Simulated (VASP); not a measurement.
A run of VASP 6.6.1 is set up as follows.

The input POSCAR:

```
Si
1.0
    0.0000000000      2.7289750930      2.6949479721
    2.7289750930      0.0000000000      2.6949479721
    2.7289750930      2.7289750930      0.0000000000
Si
2
Direct
    0.0000000000      0.0000000000      0.0000000000
    0.2500000000      0.2500000000      0.2500000000
```

INCAR.step1

```
SYSTEM = Si
PREC     = Accurate       ! precision mode
ENCUT    = 500            ! plane-wave cutoff, eV
ISMEAR   = 0              ! smearing method
SIGMA    = 0.02           ! smearing width, eV
LREAL    = .False.        ! projectors in reciprocal space
LASPH    = .True.         ! aspherical terms in the spheres
NELM     = 120            ! most SCF steps
GGA      = PE             ! functional
ALGO     = Normal         ! electronic algorithm
EDIFF    = 1E-5           ! SCF threshold, eV
LWAVE    = .True.         ! write WAVECAR
LCHARG   = .False.        ! write CHGCAR
GGA_COMPAT= .False.      
IBRION   = 2              ! ionic algorithm
EDIFFG   = -0.01          ! ionic threshold
NELMIN   = 4            
NSW      = 100            ! ionic steps
```

INCAR.step2

```
SYSTEM = Si
PREC     = Accurate       ! precision mode
ENCUT    = 500            ! plane-wave cutoff, eV
EDIFF    = 1E-7           ! SCF threshold, eV
ISMEAR   = 0              ! smearing method
SIGMA    = 0.02           ! smearing width, eV
LREAL    = .False.        ! projectors in reciprocal space
LASPH    = .True.         ! aspherical terms in the spheres
NELM     = 120            ! most SCF steps
ALGO     = Normal         ! electronic algorithm
ISIF     = 2              ! what is computed and relaxed
LWAVE    = .False.        ! write WAVECAR
LCHARG   = .False.        ! write CHGCAR
METAGGA  = R2SCAN         ! meta-GGA
LMIXTAU  = .True.       
IBRION   = 2              ! ionic algorithm
NSW      = 60             ! ionic steps
EDIFFG   = -0.002         ! ionic threshold
ISTART   = 1            
GGA_COMPAT= .False.      
NELMIN   = 4
```

KPOINTS

```
regular mesh
0
Gamma
  8 8 8
  0 0 0
```

Potentials or basis: VASP PAW PBE potentials, release 64 (Si).

Launch:

```bash
$ cat potpaw_PBE.64/Si/POTCAR > POTCAR
$ cp INCAR.step1 INCAR
$ mpirun -np 1 vasp_std > vasp.out
$ cp INCAR.step2 INCAR
$ mpirun -np 1 vasp_std > vasp.out
```

Question: Predict the band gap on the k mesh.

Answer: 0.68 eV (least direct gap 2.66 eV).

Stress tensor (GPa, compression positive):
```
-0.19  0.00  0.00
 0.00 -0.19  0.00
 0.00  0.00  1.13
```

Caveat: the cell differs from its parent crystal (strained cell); the relaxation stopped at its first step, so nothing moved; the PAW data sets were made with another functional, which shifts forces and pressure a little. A k mesh can miss the band edges.
